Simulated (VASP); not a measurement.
A run of VASP 6.6.1 is set up as follows.

The input POSCAR:

```
PtSe2
1.0
    3.7286599757      0.0000000000      0.0000000000
   -1.8643299879      3.2291142610      0.0000000000
    0.0000000000      0.0000000000      5.2770333298
Pt Se
1 2
Direct
    0.0000000000      0.0000000000      0.0000000000
    0.3333333333      0.6666666667      0.2462223091
    0.6666666667      0.3333333333      0.7537776909
```

File INCAR.step1:

```
PREC     = Accurate       # precision mode
ENCUT    = 520            # plane-wave cutoff, eV
ISMEAR   = -1             # smearing method
SIGMA    = 0.02           # smearing width, eV
LREAL    = F              # projectors in reciprocal space
LASPH    = T              # aspherical terms in the spheres
NELM     = 60             # most SCF steps
NBANDS   = 18             # bands
GGA      = PE             # functional
ALGO     = Normal         # electronic algorithm
EDIFF    = 1E-4           # SCF threshold, eV
LWAVE    = T              # write WAVECAR
LCHARG   = F              # write CHGCAR
```

The input INCAR.step2:

```
PREC     = Accurate       # precision mode
ENCUT    = 520            # plane-wave cutoff, eV
EDIFF    = 1E-6           # SCF threshold, eV
ISMEAR   = -1             # smearing method
SIGMA    = 0.02           # smearing width, eV
LREAL    = F              # projectors in reciprocal space
LASPH    = T              # aspherical terms in the spheres
NELM     = 60             # most SCF steps
ALGO     = Normal         # electronic algorithm
ISIF     = 2              # what is computed and relaxed
LWAVE    = F              # write WAVECAR
LCHARG   = T              # write CHGCAR
METAGGA  = R2SCAN         # meta-GGA
LMIXTAU  = T            
LELF     = T              # ELF
LVHAR    = T            
NBANDS   = 18             # bands
ISTART   = 1
```

File KPOINTS:

```
regular mesh
0
Gamma
  12 12 6
```

Potentials or basis: VASP PAW PBE potentials, release 64 (Pt, Se).

Run with:

```bash
$ cat potpaw_PBE.64/Pt/POTCAR potpaw_PBE.64/Se/POTCAR > POTCAR
$ cp INCAR.step1 INCAR
$ mpirun -np 1 vasp_std > vasp.out
$ cp INCAR.step2 INCAR
$ mpirun -np 1 vasp_std > vasp.out
```

Question: Estimate the band gap on the k mesh.

Answer: Zero (bands 11 and 12 overlap by 0.05 eV).

Question: Predict the largest force.

Answer: 0.019 eV/Å.

Question: What does it give for the pressure?

Answer: 1.4 GPa.

Forces on the atoms (eV/Å):
```
Pt   0.000  0.000  0.000
Se   0.000  0.000 -0.019
Se   0.000  0.000  0.019
```

Caveat: the PAW data sets were made with another functional, which shifts forces and pressure a little; spin-orbit coupling is left out, which moves the levels of the heavy elements.
